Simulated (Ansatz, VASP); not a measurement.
## Mn3Si: VASP beside Ansatz

The input INCAR:

```
SYSTEM = Mn3Si
PREC = Accurate
ENCUT = 600
EDIFF = 1E-6
ISMEAR = -1
SIGMA = 0.05
LREAL = .FALSE.
LASPH = .TRUE.
NELM = 150
ALGO = Normal
ISIF = 3
LWAVE = .FALSE.
LCHARG = .FALSE.
ISPIN = 2
MAGMOM = 5.2 5.2 5.2 0
LORBIT = 11
LMAXMIX = 4
GGA = PS
IVDW = 12
IBRION = 2
NSW = 80
EDIFFG = -0.02
```

The input KPOINTS:

```
Automatic mesh
0
G
  8 8 8
  0 0 0
```

POSCAR

```
Mn3Si
1.0
    0.0000000000      2.8610000000      2.8610000000
    2.8610000000      0.0000000000      2.8610000000
    2.8610000000      2.8610000000      0.0000000000
Mn Si
3 1
Direct
    0.5000000000      0.5000000000      0.5000000000
    0.2500000000      0.2500000000      0.2500000000
    0.7500000000      0.7500000000      0.7500000000
    0.0000000000      0.0000000000      0.0000000000
```

Input for Ansatz:

```yaml
crystal:
  lattice:
    - [0.0, 2.861, 2.861]
    - [2.861, 0.0, 2.861]
    - [2.861, 2.861, 0.0]
  atoms:
    - { symbol: Mn, position: [0.5, 0.5, 0.5] }
    - { symbol: Mn, position: [0.25, 0.25, 0.25] }
    - { symbol: Mn, position: [0.75, 0.75, 0.75] }
    - { symbol: Si, position: [0.0, 0.0, 0.0] }
kpoints:
  mp_grid:
    grid: [8, 8, 8]
hamiltonian:
  xc: pbesol
  dispersion: d3bj
magnetization:
  spin_polarized: true
  per_species:
    Mn: 5.2
scf:
  occupations:
    method: fermi_dirac
    width: 0.05
relax:
  f_tol: 0.02
  cell: {}
```

Alike in both runs: task relaxation of cell and atoms; functional PBEsol; dispersion D3(BJ); k mesh 8 × 8 × 8; occupations fermi-dirac, width 0.05 eV; collinear spin.

```csv
,VASP,Ansatz
version,VASP 6.6.1,Ansatz 0.2.0
potentials or method,"VASP PAW PBE potentials, release 64 (Mn_pv, Si)","plane waves, PAW"
plane-wave cutoff (eV),600,420
valence electrons in the cell,43,49
```

```csv
,VASP,Ansatz,Ansatz less VASP
net moment per atom (μB),0.29,0.30,+0.006
size of the moment on the site where the two differ most (μB),2.07,1.97,-0.106
relaxed volume (Å³/atom),10.50,10.49,-0.018
relaxed length of the cell vector where the two differ most in proportion (Å),3.902,3.900,-0.0022
```

VASP's potentials were made for PBE, not for PBEsol. Site moments also hang on the region over which each program counts them. VASP's potentials hold 43 valence electrons a cell and Ansatz's 49, so a difference there can come from the potentials and not from the codes. Ansatz's warnings: given moment on shells, seeded moment not kept.
